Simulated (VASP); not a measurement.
# Hf (Fm-3m) in VASP: a series of runs

The runs below take Hf through single point, with PBE.

Program: VASP 6.6.1. These are calculated values, not measurements. Logs are shortened: lines on timing, memory, paths and dates and some standing lists are left out, and cuts for length are marked.

### 1 The cell of the first run

The structure is cubic, space group Fm-3m (No. 225). The conventional cell has a = 4.394 Å, b = 4.394 Å, c = 4.394 Å, α = 90.00°, β = 90.00°, γ = 90.00°. Hf (site symmetry m-3m) has 12 Hf at 3.11 Å within 4.1 Å.

This isn't the form of Hf at room conditions, which is hcp.

### 2 Single point, PBE

File INCAR:

```
PREC = Accurate
ENCUT = 520
EDIFF = 1E-6
ISMEAR = -1
SIGMA = 0.06122561905347299
LREAL = F
LASPH = T
NELM = 60
ALGO = Normal
ISIF = 2
LWAVE = F
LCHARG = F
GGA = PE
NBANDS = 11
```

File KPOINTS:

```
Automatic mesh
0
Gamma
  21 21 21
```

File POSCAR:

```
Hf
1.0
    0.0000000000      2.1971271715      2.1971271715
    2.1971271715      0.0000000000      2.1971271715
    2.1971271715      2.1971271715      0.0000000000
Hf
1
Direct
    0.0000000000      0.0000000000      0.0000000000
```

Potentials or basis: VASP PAW PBE potentials, release 64 (Hf_pv).

Started as:

```sh
$ cat potpaw_PBE.64/Hf_pv/POTCAR > POTCAR
$ mpirun -np 1 vasp_std > vasp.out
```

OUTCAR:

```text
PREC = Accurate
   ENCUT = 520
   EDIFF = 1E-6
   ISMEAR = -1
   LREAL = F
   LASPH = T
   NELM = 60
   ISIF = 2
   GGA = PE

 ion  position               nearest neighbor table
   1  0.000  0.000  0.000-

  LATTYP: Found a face centered cubic cell.
 ALAT       =     4.3942543430

  Lattice vectors:

 A1 = (   0.0000000000,   2.1971271715,   2.1971271715)
 A2 = (   2.1971271715,   0.0000000000,   2.1971271715)
 A3 = (   2.1971271715,   2.1971271715,   0.0000000000)

Analysis of symmetry for initial positions (statically):
=====================================================================
 Subroutine PRICEL returns:
 Original cell was already a primitive cell.

 Routine SETGRP: Setting up the symmetry group for a
 face centered cubic supercell.

 Subroutine GETGRP returns: Found 48 space group operations
 (whereof 48 operations were pure point group operations)
 out of a pool of 48 trial point group operations.

The static configuration has the point symmetry O_h .

Analysis of symmetry for dynamics (positions and initial velocities):
=====================================================================
 Subroutine PRICEL returns:
 Original cell was already a primitive cell.

 Routine SETGRP: Setting up the symmetry group for a
 face centered cubic supercell.

 Subroutine GETGRP returns: Found 48 space group operations
 (whereof 48 operations were pure point group operations)
 out of a pool of 48 trial point group operations.

The dynamic configuration has the point symmetry O_h .

 Subroutine INISYM returns: Found 48 space group operations
 (whereof 48 operations are pure point group operations),
 and found     1 'primitive' translations

----------------------------------------------------------------------------------------

                                     Primitive cell

  volume of cell :      21.2127

  direct lattice vectors                    reciprocal lattice vectors
     0.000000000  2.197127172  2.197127172    -0.227569895  0.227569895  0.227569895
     2.197127172  0.000000000  2.197127172     0.227569895 -0.227569895  0.227569895
     2.197127172  2.197127172  0.000000000     0.227569895  0.227569895 -0.227569895

  length of vectors
     3.107207044  3.107207044  3.107207044     0.394162621  0.394162621  0.394162621

  position of ions in fractional coordinates (direct lattice)
     0.000000000  0.000000000  0.000000000

  ion indices of the primitive-cell ions
   primitive index   ion index
                 1           1

----------------------------------------------------------------------------------------

 KPOINTS: Automatic mesh

Automatic generation of k-mesh.
 Grid dimensions read from file:
 generate k-points for:   21   21   21

 Generating k-lattice:

  Cartesian coordinates                     Fractional coordinates (reciprocal lattice)
    -0.010836662  0.010836662  0.010836662     0.047619048  0.000000000  0.000000000
     0.010836662 -0.010836662  0.010836662     0.000000000  0.047619048  0.000000000
     0.010836662  0.010836662 -0.010836662     0.000000000  0.000000000  0.047619048

  Length of vectors
     0.018769649  0.018769649  0.018769649

  Shift w.r.t. Gamma in fractional coordinates (k-lattice)
     0.000000000  0.000000000  0.000000000

 Subroutine IBZKPT returns following result:
 ===========================================

 Found    286 irreducible k-points:

 Following reciprocal coordinates:
            Coordinates               Weight
  0.000000  0.000000  0.000000      1.000000
  0.047619  0.000000  0.000000      8.000000
  0.095238  0.000000  0.000000      8.000000
  0.142857  0.000000  0.000000      8.000000
  0.190476  0.000000  0.000000      8.000000
  0.238095  0.000000  0.000000      8.000000
[... 16 lines left out ...]
 -0.428571  0.047619  0.000000     24.000000
 -0.380952  0.047619  0.000000     24.000000
 [... further k-points ...]
   k-points           NKPTS =    286   k-points in BZ     NKDIM =    286   number of bands    NBANDS=     11
   number of dos      NEDOS =    301   number of ions     NIONS =      1
   total plane-waves  NPLWV =  13824
   dimension x,y,z NGX =    24 NGY =   24 NGZ =   24
   dimension x,y,z NGXF=    48 NGYF=   48 NGZF=   48
   ions per type =               1
   NGX,Y,Z   is equivalent  to a cutoff of  12.84, 12.84, 12.84 a.u.
   NGXF,Y,Z  is equivalent  to a cutoff of  25.68, 25.68, 25.68 a.u.
 SYSTEM =  unknown system
   PREC   = accura    normal or accurate (medium, high low for compatibility)
   ISTART =      0    job   : 0-new  1-cont  2-samecut
   ICHARG =      2    charge: 1-file 2-atom 10-const
   ISPIN  =      1    spin polarized calculation?
   LNONCOLLINEAR =      F non collinear calculations
   LSORBIT =      F    spin-orbit coupling
   LASPH  =      T    aspherical Exc in radial PAW
   ENCUT  =  520.0 eV  38.22 Ry    6.18 a.u.   5.78  5.78  5.78*2*pi/ulx,y,z
   NELM   =     60;   NELMIN=  2; NELMDL= -5     # of ELM steps
   EDIFF  = 0.1E-05   stopping-criterion for ELM
   LREAL  =      F    real-space projection
   EDIFFG = 0.1E-04   stopping-criterion for IOM
   NSW    =      0    number of steps for IOM
   IBRION =     -1    ionic relax: 0-MD 1-quasi-New 2-CG
   NFREE  =      0    steps in history (QN), initial steepest desc. (CG)
   ISIF   =      2    stress and relaxation
   ISYM   =      2    0-nonsym 1-usesym 2-fastsym
   POTIM  = 0.5000    time-step for ionic-motion
   TEBEG  =    0.0;   TEEND  =   0.0 temperature during run
   PSTRESS=    0.0 pullay stress
   NELECT =      10.0000    total number of electrons
   NUPDOWN=      -1.0000    fix difference up-down
   EMIN   =  10.00;   EMAX   =-10.00  energy-range for DOS
   EFERMI =   0.00;   METHOD = LEGACY
   ISMEAR =    -1;   SIGMA  =   0.06  broadening in eV -4-tet -1-fermi 0-gaus
   EFERMI_NEDOS =   21; number of points for ismear=-14 and -15
   IALGO  =     38    algorithm
   IMIX   =      4    mixing-type and parameters
     AMIX     =   0.40;   BMIX     =  1.00
     AMIX_MAG =   1.60;   BMIX_MAG =  1.00
  volume/ion in A,a.u.               =      21.21       143.15
  Fermi-wavevector in a.u.,A,eV,Ry     =   1.274118  2.407734 22.087379  1.623377
  Thomas-Fermi vector in A             =   2.406904
   LORBIT       =      0    0 simple, 1 ext, 2 COOP (PROOUT), +10 PAW based schemes
   GGA     = PE    functional components
   LHFCALC =     F    Hartree Fock is set to
   AEXX    =    0.0000 exact exchange contribution
   IVDW    =     0    specifies the selected vdW correction
   LEPSILON=     F    determine dielectric tensor
   LRPA    =     F    only Hartree local field effects (RPA)
 non-spin polarized calculation
  energy-cutoff  :      520.00
  volume of cell :       21.21
 maximum number of plane-waves:       584
   NGX = 11   NGY = 11   NGZ = 11

 number of electron      10.0000002 magnetization

 Free energy of the ion-electron system (eV)
  ---------------------------------------------------
  ext. energy  EPLUGINS =         0.00000000
  ---------------------------------------------------
  free energy    TOTEN  =        -9.83784405 eV

  energy without entropy =       -9.82074980  energy(sigma->0) =       -9.82929692

 E-fermi :   5.1217     XC(G=0): -11.5297

 val. band max:        5.1204967046   @ k =   0.4762   0.2857   0.1429
 cond. band min:       5.1264305722   @ k =  -0.1429   0.1429   0.0476
 fundamental gap:      0.0059338676
 Fermi energy:         5.1217224051

 k-point     1 :       0.0000    0.0000    0.0000
  band No.  band energies     occupation
      1     -24.7002      2.00000
      2     -24.7002      2.00000
      3     -24.7002      2.00000
      4      -2.2732      2.00000
      5       6.5424      0.00000
      6       6.5424      0.00000
      7       6.5424      0.00000
      8       9.5292      0.00000
      9       9.5292      0.00000
     10      16.6092      0.00000
     11      18.3702      0.00000

 k-point     2 :       0.0476    0.0000    0.0000
  band No.  band energies     occupation
      1     -24.7235      2.00000
      2     -24.7031      2.00000
      3     -24.7031      2.00000
      4      -2.1881      2.00000
      5       6.4527      0.00000
      6       6.5839      0.00000
      7       6.5839      0.00000
      8       9.4807      0.00000
      9       9.4807      0.00000
     10      16.8030      0.00000
     11      18.3700      0.00000

 k-point     3 :       0.0952    0.0000    0.0000
  band No.  band energies     occupation
      1     -24.7908      2.00000
      2     -24.7115      2.00000
      3     -24.7115      2.00000
      4      -1.9385      2.00000
      5       6.2116      0.00000
      6       6.6971      0.00000
      7       6.6971      0.00000
      8       9.3601      0.00000
      9       9.3601      0.00000
     10      17.3341      0.00000
     11      18.3688      0.00000

 k-point     4 :       0.1429    0.0000    0.0000
  band No.  band energies     occupation
      1     -24.8947      2.00000
      2     -24.7246      2.00000
      3     -24.7246      2.00000
      4      -1.5419      2.00000
      5       5.8849      0.00001
      6       6.8423      0.00000
      7       6.8423      0.00000
      8       9.2399      0.00000
      9       9.2399      0.00000
     10      17.9219      0.00000
     11      18.3676      0.00000

 k-point     5 :       0.1905    0.0000    0.0000
  band No.  band energies     occupation
      1     -25.0246      2.00000
      2     -24.7412      2.00000
      3     -24.7412      2.00000
      4      -1.0288      2.00000
      5       5.5478      0.00190
      6       6.9463      0.00000
      7       6.9463      0.00000
      8       9.2290      0.00000
      9       9.2290      0.00000
     10      17.5951      0.00000
     11      18.3730      0.00000
[... 211 lines left out ...]
 k-point    21 :       0.4762    0.0476    0.0000
  band No.  band energies     occupation
      1     -25.6499      2.00000
      2     -24.8383      2.00000
      3     -24.8334      2.00000
      4       1.3754      2.00000
      5       5.6453      0.00039
      6       6.2961      0.00000
      7       6.3957      0.00000
      8      11.6526      0.00000
      9      11.7982      0.00000
     10      15.1460      0.00000
     11      16.6439      0.00000

 k-point    22 :      -0.4762    0.0476    0.0000
  band No.  band energies     occupation
      1     -25.6629      2.00000
      2     -24.8443      2.00000
      3     -24.8313      2.00000
      4       1.4040      2.00000
      5       5.7052      0.00015
      6       6.3064      0.00000
      7       6.3641      0.00000
      8      11.7429      0.00000
      9      11.9133      0.00000
     10      15.0960      0.00000
     11      16.4521      0.00000

 k-point    23 :      -0.4286    0.0476    0.0000
  band No.  band energies     occupation
      1     -25.6367      2.00000
      2     -24.8443      2.00000
      3     -24.8237      2.00000
      4       1.3468      2.00000
      5       5.6036      0.00076
      6       6.3052      0.00000
      7       6.3977      0.00000
      8      11.3884      0.00000
      9      11.8576      0.00000
     10      15.1952      0.00000
     11      16.8366      0.00000

 k-point    24 :      -0.3810    0.0476    0.0000
  band No.  band energies     occupation
      1     -25.5730      2.00000
      2     -24.8385      2.00000
      3     -24.8112      2.00000
      4       1.1800      2.00000
      5       5.3634      0.03785
      6       6.3689      0.00000
      7       6.4947      0.00000
      8      10.8355      0.00000
      9      11.5168      0.00000
     10      15.4269      0.00000
     11      17.7121      0.00000

 [... further k-points ...]

------------------------ aborting loop because EDIFF is reached ----------------------------------------

  FORCE on cell =-STRESS in cart. coord.  units (eV):
  Direction    XX          YY          ZZ          XY          YZ          ZX
  --------------------------------------------------------------------------------------
  -------------------------------------------------------------------------------------
  Total        0.8604252      0.8604252      0.8604252      0.0000000      0.0000000      0.0000000
  in kB       64.9872447     64.9872447     64.9872447      0.0000000      0.0000000      0.0000000
  external PRESSURE =      64.9872447 kB  Pullay stress =       0.0000000 kB

 VOLUME and BASIS-vectors are now :
 -----------------------------------------------------------------------------
  energy-cutoff  :      520.00
  volume of cell :       21.21
      direct lattice vectors                 reciprocal lattice vectors
     0.000000000  2.197127172  2.197127172    -0.227569895  0.227569895  0.227569895
     2.197127172  0.000000000  2.197127172     0.227569895 -0.227569895  0.227569895
     2.197127172  2.197127172  0.000000000     0.227569895  0.227569895 -0.227569895

 POSITION                                       TOTAL-FORCE (eV/Angst)
 -----------------------------------------------------------------------------------
      0.00000      0.00000      0.00000         0.000000      0.000000      0.000000
 -----------------------------------------------------------------------------------
    total drift:                               -0.000000      0.000000      0.000000

  FREE ENERGIE OF THE ION-ELECTRON SYSTEM (eV)
  ---------------------------------------------------
  free  energy   TOTEN  =        -9.8378440478 eV

  energy  without entropy=       -9.8207497985  energy(sigma->0) =       -9.82929692
```

Wall time 45 s (1 thread of Intel Xeon 8259CL, shared host); peak memory 0.19 GiB.

What came out:

```
Free energy            : -9.8378 eV
Pressure               : 6.5 GPa
Band gap on the k mesh : zero (bands 5 and 6 overlap by 1.97 eV)
```

Caveat: the cell stands under pressure; spin-orbit coupling is left out, which moves the levels of the heavy elements.

### 3 Single point, PBE

This run uses another cell than the first one, of 21.66 Å³/atom.

File INCAR:

```
PREC = Accurate ; ENCUT = 520
EDIFF = 1E-6 ; ISMEAR = -1
SIGMA = 0.06122561905347299 ; LREAL = False
LASPH = True ; NELM = 80
ALGO = Normal ; ISIF = 2
LWAVE = False ; LCHARG = False
GGA = PE ; NBANDS = 11
```

KPOINTS is that of step 2.

File POSCAR:

```
Hf
1.0
    0.0000000000      2.2126004078      2.2126004078
    2.2126004078      0.0000000000      2.2126004078
    2.2126004078      2.2126004078      0.0000000000
Hf
1
Direct
    0.0000000000      0.0000000000      0.0000000000
```

Potentials or basis: VASP PAW PBE potentials, release 64 (Hf_pv).

Started as:

```sh
$ cat potpaw_PBE.64/Hf_pv/POTCAR > POTCAR
$ mpirun -np 1 vasp_std > vasp.out
```

It took 41 s on 1 thread of Intel Xeon 8259CL, shared host; peak memory 0.19 GiB.

It converged, with:

```yaml
Free_energy: -9.8526 eV
Pressure: 4.0 GPa
Band_gap_on_the_k_mesh: zero (bands 5 and 6 overlap by 1.95 eV)
```

Levels at points of the mesh, in eV from the Fermi level:
| k point | band 3 | band 4 | band 5 | band 6 | band 7 | band 8 |
| --- | --- | --- | --- | --- | --- | --- |
| (0.00, 0.00, 0.00) | -29.90 | -7.32 | 1.41 | 1.41 | 1.41 | 4.32 |

Caveat: the cell stands under pressure; spin-orbit coupling is left out, which moves the levels of the heavy elements.
